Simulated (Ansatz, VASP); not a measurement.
SnSe in VASP and in Ansatz

```xyz
8
Lattice="5.7316 0.0000 0.0000 0.0000 11.7608 0.0000 0.0000 0.0000 2.9736" Properties=species:S:1:pos:R:3 pbc="T T T"
Sn    2.8658    4.3342    2.9727
Sn    2.8658    7.4265    2.9727
Sn    0.0000   10.2146    0.0008
Sn    0.0000    1.5461    0.0008
Se    2.8658    1.6505    2.9729
Se    2.8658   10.1103    2.9729
Se    0.0000    7.5308    0.0007
Se    0.0000    4.2299    0.0007
```

Alike in both runs: task single point; functional LDA; k mesh 8 × 4 × 14; occupations gaussian, width 0.15 eV; no spin polarisation.

|  | VASP | Ansatz |
| --- | --- | --- |
| version | VASP 6.6.1 | Ansatz 0.2.0 |
| potentials or method | VASP PAW LDA potentials, release 64 (Sn_d, Se), cutoff 520 eV | scalar-relativistic, plane waves, PAW |
| valence electrons in the cell | 80 | 120 |

```tsv
	VASP	Ansatz	Ansatz less VASP
gap on the k mesh at the Fermi level (eV)	none	none	-
pressure (GPa)	0.2	0.2	-0.08
traceless stress, the component that is largest in VASP (GPa)	-1.20	-1.19	+0.015
rms of the force components (eV/Å)	0.047	0.039	-0.0078
```

LDA's correlation is that of Perdew and Zunger in VASP and of Perdew and Wang (1992) in Ansatz. Atom by atom the forces differ by 0.010 eV/Å (rms over components). A gap of «none» marks a metal or a gap that the smearing closes. VASP's potentials hold 80 valence electrons a cell and Ansatz's 120, so a difference there can come from the potentials and not from the codes.
